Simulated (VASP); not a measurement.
# Al12HC in VASP: single point with LDA

Aim: the single point of Al12HC with LDA.

Everything below comes from runs of VASP 6.6.1. Logs are shortened: lines on timing, memory, paths and dates and some standing lists are left out, and cuts for length are marked.

## 1. The cell of the first run

The cell holds a slab with vacuum, 14 atoms: a = 5.634 Å, b = 5.634 Å, c = 20.704 Å, α = 90.00°, β = 90.00°, γ = 90.00°.

## 2. Single point, LDA, collinear spin

The input, INCAR:

```
SYSTEM = Al12HC
PREC     = Accurate       ! precision mode
ENCUT    = 520            ! plane-wave cutoff, eV
EDIFF    = 1E-7           ! SCF threshold, eV
ISMEAR   = 0              ! smearing method
SIGMA    = 0.1            ! smearing width, eV
LREAL    = .FALSE.        ! projectors in reciprocal space
LASPH    = .TRUE.         ! aspherical terms in the spheres
NELM     = 150            ! most SCF steps
ALGO     = Normal         ! electronic algorithm
ISIF     = 2              ! what is computed and relaxed
LWAVE    = .FALSE.        ! write WAVECAR
LCHARG   = .FALSE.        ! write CHGCAR
ISPIN    = 2              ! spin polarisation
MAGMOM   = 0 0 0 0 0 0 0 0 0 0 0 0 1 0 ! initial moments
LORBIT   = 11             ! projections on sites
LDIPOL   = .TRUE.       
IDIPOL   = 3            
DIPOL    = 0.5 0.5 0.322
GGA      = CA             ! functional
NBANDS   = 38             ! bands
```

The input, KPOINTS:

```
regular mesh
0
G
  5 5 1
  0 0 0
```

The input, POSCAR:

```
Al12HC
1.0
    5.6343731020      0.0000000000      0.0000000000
    0.0000000000      5.6343731020      0.0000000000
    0.0000000000      0.0000000000     20.7039189548
Al C H
12 1 1
Direct
    0.2500000000      0.2500000000      0.1932001380
    0.2500000000      0.7500000000      0.1932001380
    0.7500000000      0.2500000000      0.1932001380
    0.7500000000      0.7500000000      0.1932001380
    0.0000000000      0.0000000000      0.2922907177
    0.0000000000      0.5000000000      0.2922907177
    0.5000000000      0.0000000000      0.2922907177
    0.5000000000      0.5000000000      0.2922907177
    0.2500000000      0.2500000000      0.3914195652
    0.2500000000      0.7500000000      0.3914195652
    0.7500000000      0.2500000000      0.3914195652
    0.7500000000      0.7500000000      0.3914195652
    0.3333333333      0.3333333333      0.4708743211
    0.3333333333      0.3333333333      0.5236939246
```

Potentials or basis: VASP PAW LDA potentials, release 64 (Al, C, H).

Run with:

```
$ cat potpaw_LDA.64/Al/POTCAR potpaw_LDA.64/C/POTCAR potpaw_LDA.64/H/POTCAR > POTCAR
$ mpirun -np 1 vasp_std > vasp.out
```

OUTCAR:

```text
SYSTEM = Al12HC
   PREC = Accurate
   ENCUT = 520
   EDIFF = 1E-7
   ISMEAR = 0
   LREAL = .FALSE.
   LASPH = .TRUE.
   NELM = 150
   ISIF = 2
   ISPIN = 2
   LORBIT = 11
   GGA = CA

 ion  position               nearest neighbor table
   1  0.250  0.250  0.193-   2 2.82   3 2.82   2 2.82   3 2.82   7 2.86   8 2.86   5 2.86   6 2.86

   2  0.250  0.750  0.193-   1 2.82   4 2.82   1 2.82   4 2.82   7 2.86   8 2.86   5 2.86   6 2.86

   3  0.750  0.250  0.193-   1 2.82   4 2.82   4 2.82   1 2.82   7 2.86   8 2.86   5 2.86   6 2.86
[... 15 lines left out ...]
  11  0.750  0.250  0.391-   9 2.82  12 2.82  12 2.82   9 2.82   5 2.86   6 2.86   7 2.86   8 2.86

  12  0.750  0.750  0.391-  10 2.82  11 2.82  11 2.82  10 2.82   5 2.86   6 2.86   7 2.86   8 2.86

  13  0.333  0.333  0.471-  14 1.09   9 1.77
  14  0.333  0.333  0.524-  13 1.09

  LATTYP: Found a simple tetragonal cell.
 ALAT       =     5.6343731020
 C/A-ratio  =     3.6745736535

  Lattice vectors:

 A1 = (   5.6343731020,   0.0000000000,   0.0000000000)
 A2 = (   0.0000000000,   5.6343731020,   0.0000000000)
 A3 = (   0.0000000000,   0.0000000000,  20.7039189548)

Analysis of symmetry for initial positions (statically):
=====================================================================
 Subroutine PRICEL returns:
 Original cell was already a primitive cell.

 Routine SETGRP: Setting up the symmetry group for a
 simple tetragonal supercell.

 Subroutine GETGRP returns: Found  2 space group operations
 (whereof  2 operations were pure point group operations)
 out of a pool of 16 trial point group operations.

The static configuration has the point symmetry C_1h.

Analysis of symmetry for dynamics (positions and initial velocities):
=====================================================================
 Subroutine PRICEL returns:
 Original cell was already a primitive cell.

 Routine SETGRP: Setting up the symmetry group for a
 simple tetragonal supercell.

 Subroutine GETGRP returns: Found  2 space group operations
 (whereof  2 operations were pure point group operations)
 out of a pool of 16 trial point group operations.

The dynamic configuration has the point symmetry C_1h.

Analysis of structural, dynamic, and magnetic symmetry:
=====================================================================
 Subroutine PRICEL returns:
 Original cell was already a primitive cell.

 Routine SETGRP: Setting up the symmetry group for a
 simple tetragonal supercell.

 Subroutine GETGRP returns: Found  2 space group operations
 (whereof  2 operations were pure point group operations)
 out of a pool of 16 trial point group operations.

The overall configuration has the point symmetry C_1h.

 Subroutine INISYM returns: Found  2 space group operations
 (whereof  2 operations are pure point group operations),
 and found     1 'primitive' translations

----------------------------------------------------------------------------------------

                                     Primitive cell

  volume of cell :     657.2699

  direct lattice vectors                    reciprocal lattice vectors
     5.634373102  0.000000000  0.000000000     0.177482034  0.000000000  0.000000000
     0.000000000  5.634373102  0.000000000     0.000000000  0.177482034  0.000000000
     0.000000000  0.000000000 20.703918955     0.000000000  0.000000000  0.048300035

  length of vectors
     5.634373102  5.634373102 20.703918955     0.177482034  0.177482034  0.048300035

  position of ions in fractional coordinates (direct lattice)
     0.250000000  0.250000000  0.193200138
     0.250000000  0.750000000  0.193200138
     0.750000000  0.250000000  0.193200138
     0.750000000  0.750000000  0.193200138
     0.000000000  0.000000000  0.292290718
     0.000000000  0.500000000  0.292290718
     0.500000000  0.000000000  0.292290718
     0.500000000  0.500000000  0.292290718
     0.250000000  0.250000000  0.391419565
     0.250000000  0.750000000  0.391419565
     0.750000000  0.250000000  0.391419565
     0.750000000  0.750000000  0.391419565
     0.333333333  0.333333333  0.470874321
[... 83 lines left out ...]
   TEBEG  =    0.0;   TEEND  =   0.0 temperature during run
   PSTRESS=    0.0 pullay stress
   NELECT =      41.0000    total number of electrons
   NUPDOWN=      -1.0000    fix difference up-down
   EMIN   =  10.00;   EMAX   =-10.00  energy-range for DOS
   EFERMI =   0.00;   METHOD = LEGACY
   ISMEAR =     0;   SIGMA  =   0.10  broadening in eV -4-tet -1-fermi 0-gaus
   EFERMI_NEDOS =   21; number of points for ismear=-14 and -15
   IALGO  =     38    algorithm
   IMIX   =      4    mixing-type and parameters
     AMIX     =   0.40;   BMIX     =  1.00
     AMIX_MAG =   1.60;   BMIX_MAG =  1.00
  volume/ion in A,a.u.               =      46.95       316.82
  Fermi-wavevector in a.u.,A,eV,Ry     =   0.649264  1.226932  5.735456  0.421544
  Thomas-Fermi vector in A             =   1.718164
   LORBIT       =     11    0 simple, 1 ext, 2 COOP (PROOUT), +10 PAW based schemes
   GGA     = CA    functional components
   LHFCALC =     F    Hartree Fock is set to
   AEXX    =    0.0000 exact exchange contribution
   IVDW    =     0    specifies the selected vdW correction
   LEPSILON=     F    determine dielectric tensor
   LRPA    =     F    only Hartree local field effects (RPA)
 spin polarized calculation
 Gauss-broadening in eV      SIGMA  =   0.10
  energy-cutoff  :      520.00
  volume of cell :      657.27
 maximum number of plane-waves:     17737
 NGX is ok and might be reduce to    42
   NGX = 21   NGY = 21   NGZ = 77

 dipolmoment           0.000000      0.000000     -0.183014 electrons x Angstroem

 number of electron      40.9999999 magnetization       0.0000590

 dipolmoment           0.000000      0.000000      0.040267 electrons x Angstroem

 Free energy of the ion-electron system (eV)
  ---------------------------------------------------
  ext. energy  EPLUGINS =         0.00000000
  ---------------------------------------------------
  free energy    TOTEN  =       -56.65677584 eV

  energy without entropy =      -56.63245137  energy(sigma->0) =      -56.64461361

 E-fermi :  -0.6498     XC(G=0):  -4.2801

 val. band max:       -0.7199111948   @ k =   0.2000   0.2000   0.0000
 cond. band min:      -0.5908463866   @ k =  -0.2000   0.4000   0.0000
 fundamental gap:      0.1290648082
 Fermi energy:        -0.6498143822

 spin component 1

 k-point     1 :       0.0000    0.0000    0.0000
  band No.  band energies     occupation
      1     -11.4948      1.00000
      2     -10.8747      1.00000
      3      -8.8246      1.00000
      4      -6.7320      1.00000
      5      -6.6244      1.00000
      6      -6.5168      1.00000
[... 304 lines left out ...]
     31       2.2385      0.00000
     32       2.4517      0.00000
 Fermi energy:        -0.6498143822

 spin component 2

 k-point     1 :       0.0000    0.0000    0.0000
  band No.  band energies     occupation
      1     -11.4948      1.00000
      2     -10.8747      1.00000
      3      -8.8246      1.00000
      4      -6.7320      1.00000
      5      -6.6244      1.00000
      6      -6.5168      1.00000
[... 304 lines left out ...]
     31       2.2385      0.00000
     32       2.4517      0.00000
 [bands above 32 left out]

------------------------ aborting loop because EDIFF is reached ----------------------------------------

 vacuum level on the upper side and lower side of the slab       (xc-potential included)         0.107        -0.120

  FORCE on cell =-STRESS in cart. coord.  units (eV):
  Direction    XX          YY          ZZ          XY          YZ          ZX
  --------------------------------------------------------------------------------------
  -------------------------------------------------------------------------------------
  Total       -8.5123949     -8.5123949     -1.2001122      0.8590881      1.5389398      1.5389398
  in kB      -20.7500230    -20.7500230     -2.9254231      2.0941343      3.7513575      3.7513576
  external PRESSURE =     -14.8084897 kB  Pullay stress =       0.0000000 kB

 VOLUME and BASIS-vectors are now :
 -----------------------------------------------------------------------------
  energy-cutoff  :      520.00
  volume of cell :      657.27
      direct lattice vectors                 reciprocal lattice vectors
     5.634373102  0.000000000  0.000000000     0.177482034  0.000000000  0.000000000
     0.000000000  5.634373102  0.000000000     0.000000000  0.177482034  0.000000000
     0.000000000  0.000000000 20.703918955     0.000000000  0.000000000  0.048300035

 POSITION                                       TOTAL-FORCE (eV/Angst)
 -----------------------------------------------------------------------------------
      1.40859      1.40859      4.00000         0.014108      0.014108      0.015418
      1.40859      4.22578      4.00000         0.057160      0.028668      0.025916
      4.22578      1.40859      4.00000         0.028668      0.057160      0.025916
      4.22578      4.22578      4.00000        -0.051526     -0.051526      0.112461
      0.00000      0.00000      6.05156        -0.017764     -0.017764      0.005520
      0.00000      2.81719      6.05156         0.046853      0.018323      0.096284
      2.81719      0.00000      6.05156         0.018323      0.046853      0.096284
      2.81719      2.81719      6.05156        -0.055110     -0.055110      0.091648
      1.40859      1.40859      8.10392        -0.584453     -0.584453     -1.543075
      1.40859      4.22578      8.10392         0.084459     -0.554885      0.518502
      4.22578      1.40859      8.10392        -0.554885      0.084459      0.518502
      4.22578      4.22578      8.10392         0.066860      0.066860     -0.031962
      1.87812      1.87812      9.74894         0.797695      0.797695      0.024101
      1.87812      1.87812     10.84252         0.149612      0.149612      0.044485
 -----------------------------------------------------------------------------------
    total drift:                               -0.000014     -0.000014     -0.000214

  FREE ENERGIE OF THE ION-ELECTRON SYSTEM (eV)
  ---------------------------------------------------
  free  energy   TOTEN  =       -56.6567758420 eV

  energy  without entropy=      -56.6324513697  energy(sigma->0) =      -56.64461361

 vacuum level on the upper side and lower side of the slab         3.981         3.747

 total charge

# of ion       s       p       d       tot
------------------------------------------
    1        0.475   0.309   0.000   0.784
    2        0.481   0.306   0.000   0.787
    3        0.481   0.306   0.000   0.787
    4        0.486   0.301   0.000   0.787
    5        0.447   0.346   0.000   0.793
    6        0.443   0.350   0.000   0.793
    7        0.443   0.350   0.000   0.793
    8        0.440   0.356   0.000   0.796
    9        0.425   0.430   0.000   0.855
   10        0.467   0.298   0.000   0.765
   11        0.467   0.298   0.000   0.765
   12        0.484   0.303   0.000   0.787
   13        0.895   1.442   0.000   2.336
   14        0.604   0.050   0.000   0.654
--------------------------------------------------
tot          7.039   5.444   0.000  12.484

 magnetization (x)

# of ion       s       p       d       tot
------------------------------------------
    1       -0.000   0.000   0.000   0.000
    2       -0.000   0.000   0.000   0.000
    3       -0.000   0.000   0.000   0.000
    4       -0.000   0.000   0.000   0.000
    5        0.000   0.000   0.000   0.000
    6        0.000   0.000   0.000   0.000
    7        0.000   0.000   0.000   0.000
    8        0.000   0.000   0.000   0.000
    9        0.000   0.000   0.000   0.000
   10        0.000   0.000   0.000   0.000
   11        0.000   0.000   0.000   0.000
   12        0.000  -0.000   0.000   0.000
   13       -0.000  -0.000   0.000  -0.000
   14        0.000   0.000   0.000   0.000
--------------------------------------------------
tot          0.000   0.000   0.000   0.000
```

It took 23 min on 1 thread of Intel Xeon Platinum 8488C (Sapphire Rapids), shared host; peak memory 0.72 GiB.

What came out:

| Property | Result |
| --- | --- |
| Free energy | -56.6568 eV |
| Largest force | 1.751 eV/Å |
| Net moment | 0.00 μB per cell |
| Valence electrons inside the program's atomic spheres | Al 0.78, 0.79, 0.80, 0.85, 0.77 (each value once); C 2.34; H 0.65 |

Forces on the atoms (eV/Å):
```
Al   0.014  0.014  0.015
Al   0.057  0.029  0.026
Al   0.029  0.057  0.026
Al  -0.052 -0.052  0.112
Al  -0.018 -0.018  0.006
Al   0.047  0.018  0.096
Al   0.018  0.047  0.096
Al  -0.055 -0.055  0.092
Al  -0.584 -0.584 -1.543
Al   0.084 -0.555  0.519
Al  -0.555  0.084  0.519
Al   0.067  0.067 -0.032
C    0.798  0.798  0.024
H    0.150  0.150  0.044
```
